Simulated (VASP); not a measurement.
# LiH (Fm-3m) in VASP: single point with PBE

Aim: the single point of LiH with PBE.

All numbers are computed with VASP 6.6.1; they aren't measurements. Logs are shortened: lines on timing, memory, paths and dates and some standing lists are left out, and cuts for length are marked.

## (1) The cell of the first run

It takes space group Fm-3m (No. 225, cubic). The conventional cell has a = 4.017 Å, b = 4.017 Å, c = 4.017 Å, α = 90.00°, β = 90.00°, γ = 90.00°. Within 2.7 Å of Li (site symmetry m-3m) lie 6 H at 2.01 Å. Within 2.7 Å of H (site symmetry m-3m) lie 6 Li at 2.01 Å.

## (2) Single point, PBE

The input, INCAR:

```
SYSTEM = LiH
PREC = Accurate ; ENCUT = 750
EDIFF = 1E-6 ; ISMEAR = 0
SIGMA = 0.1 ; LREAL = .False.
LASPH = .True. ; NELM = 120
ALGO = Normal ; ISIF = 2
LWAVE = .False. ; LCHARG = .True.
GGA = PE ; LELF = .True.
LVHAR = .True. ; NBANDS = 9
GGA_COMPAT = .False.
```

The input, KPOINTS:

```
regular mesh
0
Gamma
  8 8 8
  0 0 0
```

The input, POSCAR:

```
LiH
1.0
    0.0000000000      2.0086193100      2.0086193100
    2.0086193100      0.0000000000      2.0086193100
    2.0086193100      2.0086193100      0.0000000000
Li H
1 1
Direct
    0.0000000000      0.0000000000      0.0000000000
    0.5000000000      0.5000000000      0.5000000000
```

Potentials or basis: VASP PAW PBE potentials, release 64 (Li_sv, H).

Started as:

```bash
cat potpaw_PBE.64/Li_sv/POTCAR potpaw_PBE.64/H/POTCAR > POTCAR
mpirun -np 1 vasp_std > vasp.out
```

OUTCAR:

```text
SYSTEM = LiH
   PREC = Accurate
   ENCUT = 750
   EDIFF = 1E-6
   ISMEAR = 0
   LREAL = .False.
   LASPH = .True.
   NELM = 120
   ISIF = 2
   GGA = PE

 ion  position               nearest neighbor table
   1  0.000  0.000  0.000-
   2  0.500  0.500  0.500-

  LATTYP: Found a face centered cubic cell.
 ALAT       =     4.0172386200

  Lattice vectors:

 A1 = (   0.0000000000,   2.0086193100,   2.0086193100)
 A2 = (   2.0086193100,   0.0000000000,   2.0086193100)
 A3 = (   2.0086193100,   2.0086193100,   0.0000000000)

Analysis of symmetry for initial positions (statically):
=====================================================================
 Subroutine PRICEL returns:
 Original cell was already a primitive cell.

 Routine SETGRP: Setting up the symmetry group for a
 face centered cubic supercell.

 Subroutine GETGRP returns: Found 48 space group operations
 (whereof 48 operations were pure point group operations)
 out of a pool of 48 trial point group operations.

The static configuration has the point symmetry O_h .

Analysis of symmetry for dynamics (positions and initial velocities):
=====================================================================
 Subroutine PRICEL returns:
 Original cell was already a primitive cell.

 Routine SETGRP: Setting up the symmetry group for a
 face centered cubic supercell.

 Subroutine GETGRP returns: Found 48 space group operations
 (whereof 48 operations were pure point group operations)
 out of a pool of 48 trial point group operations.

The dynamic configuration has the point symmetry O_h .

 Subroutine INISYM returns: Found 48 space group operations
 (whereof 48 operations are pure point group operations),
 and found     1 'primitive' translations

----------------------------------------------------------------------------------------

                                     Primitive cell

  volume of cell :      16.2078

  direct lattice vectors                    reciprocal lattice vectors
     0.000000000  2.008619310  2.008619310    -0.248927210  0.248927210  0.248927210
     2.008619310  0.000000000  2.008619310     0.248927210 -0.248927210  0.248927210
     2.008619310  2.008619310  0.000000000     0.248927210  0.248927210 -0.248927210

  length of vectors
     2.840616670  2.840616670  2.840616670     0.431154574  0.431154574  0.431154574

  position of ions in fractional coordinates (direct lattice)
     0.000000000  0.000000000  0.000000000
     0.500000000  0.500000000  0.500000000

  ion indices of the primitive-cell ions
   primitive index   ion index
                 1           1
                 2           2

----------------------------------------------------------------------------------------

 KPOINTS: regular mesh

Automatic generation of k-mesh.
 Grid dimensions read from file:
 generate k-points for:    8    8    8

 Generating k-lattice:

  Cartesian coordinates                     Fractional coordinates (reciprocal lattice)
    -0.031115901  0.031115901  0.031115901     0.125000000  0.000000000  0.000000000
     0.031115901 -0.031115901  0.031115901     0.000000000  0.125000000  0.000000000
     0.031115901  0.031115901 -0.031115901     0.000000000  0.000000000  0.125000000

  Length of vectors
     0.053894322  0.053894322  0.053894322

  Shift w.r.t. Gamma in fractional coordinates (k-lattice)
     0.000000000  0.000000000  0.000000000

 Subroutine IBZKPT returns following result:
 ===========================================

 Found     29 irreducible k-points:

 Following reciprocal coordinates:
            Coordinates               Weight
  0.000000  0.000000  0.000000      1.000000
  0.125000  0.000000  0.000000      8.000000
  0.250000  0.000000  0.000000      8.000000
  0.375000  0.000000  0.000000      8.000000
  0.500000  0.000000  0.000000      4.000000
  0.125000  0.125000  0.000000      6.000000
[... 16 lines left out ...]
  0.500000  0.250000  0.125000     48.000000
 -0.375000  0.250000  0.125000     24.000000
 [... further k-points ...]
   k-points           NKPTS =     29   k-points in BZ     NKDIM =     29   number of bands    NBANDS=      9
   number of dos      NEDOS =    301   number of ions     NIONS =      2
   total plane-waves  NPLWV =  21952
   dimension x,y,z NGX =    28 NGY =   28 NGZ =   28
   dimension x,y,z NGXF=    56 NGYF=   56 NGZF=   56
   ions per type =               1   1
   NGX,Y,Z   is equivalent  to a cutoff of  16.39, 16.39, 16.39 a.u.
   NGXF,Y,Z  is equivalent  to a cutoff of  32.77, 32.77, 32.77 a.u.
 SYSTEM =  LiH
   PREC   = accura    normal or accurate (medium, high low for compatibility)
   ISTART =      0    job   : 0-new  1-cont  2-samecut
   ICHARG =      2    charge: 1-file 2-atom 10-const
   ISPIN  =      1    spin polarized calculation?
   LNONCOLLINEAR =      F non collinear calculations
   LSORBIT =      F    spin-orbit coupling
   LASPH  =      T    aspherical Exc in radial PAW
   ENCUT  =  750.0 eV  55.12 Ry    7.42 a.u.   6.34  6.34  6.34*2*pi/ulx,y,z
   NELM   =    120;   NELMIN=  2; NELMDL= -5     # of ELM steps
   EDIFF  = 0.1E-05   stopping-criterion for ELM
   LREAL  =      F    real-space projection
   EDIFFG = 0.1E-04   stopping-criterion for IOM
   NSW    =      0    number of steps for IOM
   IBRION =     -1    ionic relax: 0-MD 1-quasi-New 2-CG
   NFREE  =      0    steps in history (QN), initial steepest desc. (CG)
   ISIF   =      2    stress and relaxation
   ISYM   =      2    0-nonsym 1-usesym 2-fastsym
   POTIM  = 0.5000    time-step for ionic-motion
   TEBEG  =    0.0;   TEEND  =   0.0 temperature during run
   PSTRESS=    0.0 pullay stress
   NELECT =       4.0000    total number of electrons
   NUPDOWN=      -1.0000    fix difference up-down
   EMIN   =  10.00;   EMAX   =-10.00  energy-range for DOS
   EFERMI =   0.00;   METHOD = LEGACY
   ISMEAR =     0;   SIGMA  =   0.10  broadening in eV -4-tet -1-fermi 0-gaus
   EFERMI_NEDOS =   21; number of points for ismear=-14 and -15
   IALGO  =     38    algorithm
   IMIX   =      4    mixing-type and parameters
     AMIX     =   0.40;   BMIX     =  1.00
     AMIX_MAG =   1.60;   BMIX_MAG =  1.00
  volume/ion in A,a.u.               =       8.10        54.69
  Fermi-wavevector in a.u.,A,eV,Ry     =   1.026882  1.940526 14.347161  1.054487
  Thomas-Fermi vector in A             =   2.160798
   LORBIT       =      0    0 simple, 1 ext, 2 COOP (PROOUT), +10 PAW based schemes
   GGA     = PE    functional components
   LHFCALC =     F    Hartree Fock is set to
   AEXX    =    0.0000 exact exchange contribution
   IVDW    =     0    specifies the selected vdW correction
   LEPSILON=     F    determine dielectric tensor
   LRPA    =     F    only Hartree local field effects (RPA)
 non-spin polarized calculation
 Gauss-broadening in eV      SIGMA  =   0.10
  energy-cutoff  :      750.00
  volume of cell :       16.21
 maximum number of plane-waves:       775
 NGX is ok and might be reduce to    28
   NGX = 13   NGY = 13   NGZ = 13

 number of electron       4.0000000 magnetization

 Free energy of the ion-electron system (eV)
  ---------------------------------------------------
  ext. energy  EPLUGINS =         0.00000000
  ---------------------------------------------------
  free energy    TOTEN  =        -6.12667197 eV

  energy without entropy =       -6.12667197  energy(sigma->0) =       -6.12667197

 E-fermi :   0.4786     XC(G=0):  -8.4919

 val. band max:        0.0574828384   @ k =   0.5000   0.5000   0.0000
 cond. band min:       3.0434206123   @ k =   0.5000   0.5000   0.0000
 fundamental gap:      2.9859377739
 Fermi energy:         0.4786299919

 k-point     1 :       0.0000    0.0000    0.0000
  band No.  band energies     occupation
      1     -44.2294      2.00000
      2      -5.3579      2.00000
      3      16.0538      0.00000
      4      17.8836      0.00000
      5      17.8836      0.00000
      6      17.8836      0.00000
      7      22.5872      0.00000
      8      22.5872      0.00000
      9      22.5872      0.00000

 k-point     2 :       0.1250    0.0000    0.0000
  band No.  band energies     occupation
      1     -44.2228      2.00000
      2      -5.0826      2.00000
      3      13.8622      0.00000
      4      16.5484      0.00000
      5      17.3354      0.00000
      6      17.3354      0.00000
      7      22.1279      0.00000
      8      23.7661      0.00000
      9      23.7661      0.00000

 k-point     3 :       0.2500    0.0000    0.0000
  band No.  band energies     occupation
      1     -44.2068      2.00000
      2      -4.2939      2.00000
      3       9.7419      0.00000
      4      15.0582      0.00000
      5      16.6434      0.00000
      6      16.6434      0.00000
      7      22.1383      0.00000
      8      22.1383      0.00000
      9      23.5625      0.00000

 k-point     4 :       0.3750    0.0000    0.0000
  band No.  band energies     occupation
      1     -44.1909      2.00000
      2      -3.1960      2.00000
      3       6.3759      0.00000
      4      14.0284      0.00000
      5      16.4300      0.00000
      6      16.4300      0.00000
      7      19.9602      0.00000
      8      19.9602      0.00000
      9      25.7532      0.00000
[... 205 lines left out ...]
 k-point    22 :       0.3750    0.2500    0.1250
  band No.  band energies     occupation
      1     -44.1952      2.00000
      2      -3.5238      2.00000
      3       9.5894      0.00000
      4      10.3557      0.00000
      5      14.2313      0.00000
      6      17.6406      0.00000
      7      20.1279      0.00000
      8      23.7795      0.00000
      9      27.5790      0.00000

 k-point    23 :       0.5000    0.2500    0.1250
  band No.  band energies     occupation
      1     -44.1825      2.00000
      2      -2.3565      2.00000
      3       6.5945      0.00000
      4       9.1729      0.00000
      5      13.5546      0.00000
      6      16.8212      0.00000
      7      22.3030      0.00000
      8      24.3269      0.00000
      9      27.0492      0.00000

 k-point    24 :      -0.3750    0.2500    0.1250
  band No.  band energies     occupation
      1     -44.1773      2.00000
      2      -1.6424      2.00000
      3       5.1305      0.00000
      4       8.8815      0.00000
      5      13.3025      0.00000
      6      16.4199      0.00000
      7      23.0316      0.00000
      8      26.0848      0.00000
      9      27.2953      0.00000

 [... further k-points ...]

------------------------ aborting loop because EDIFF is reached ----------------------------------------

  FORCE on cell =-STRESS in cart. coord.  units (eV):
  Direction    XX          YY          ZZ          XY          YZ          ZX
  --------------------------------------------------------------------------------------
  -------------------------------------------------------------------------------------
  Total       -0.0469390     -0.0469390     -0.0469390     -0.0000000     -0.0000000     -0.0000000
  in kB       -4.6400373     -4.6400373     -4.6400373     -0.0000000     -0.0000000     -0.0000000
  external PRESSURE =      -4.6400373 kB  Pullay stress =       0.0000000 kB

 VOLUME and BASIS-vectors are now :
 -----------------------------------------------------------------------------
  energy-cutoff  :      750.00
  volume of cell :       16.21
      direct lattice vectors                 reciprocal lattice vectors
     0.000000000  2.008619310  2.008619310    -0.248927210  0.248927210  0.248927210
     2.008619310  0.000000000  2.008619310     0.248927210 -0.248927210  0.248927210
     2.008619310  2.008619310  0.000000000     0.248927210  0.248927210 -0.248927210

 POSITION                                       TOTAL-FORCE (eV/Angst)
 -----------------------------------------------------------------------------------
      0.00000      0.00000      0.00000        -0.000000     -0.000000     -0.000000
      2.00862      2.00862      2.00862         0.000000      0.000000      0.000000
 -----------------------------------------------------------------------------------
    total drift:                                0.000000      0.000000      0.000000

  FREE ENERGIE OF THE ION-ELECTRON SYSTEM (eV)
  ---------------------------------------------------
  free  energy   TOTEN  =        -6.1266719722 eV

  energy  without entropy=       -6.1266719722  energy(sigma->0) =       -6.12667197
```

It took 18 s on 1 thread of Intel Xeon 8259CL, shared host; peak memory 0.14 GiB.

What came out:

```
Free energy            : -6.1267 eV
Pressure               : -0.5 GPa
Band gap on the k mesh : 2.99 eV, direct
```

A k mesh can miss the band edges. A hybrid or GW would open this gap; PBE tends to underestimate it.
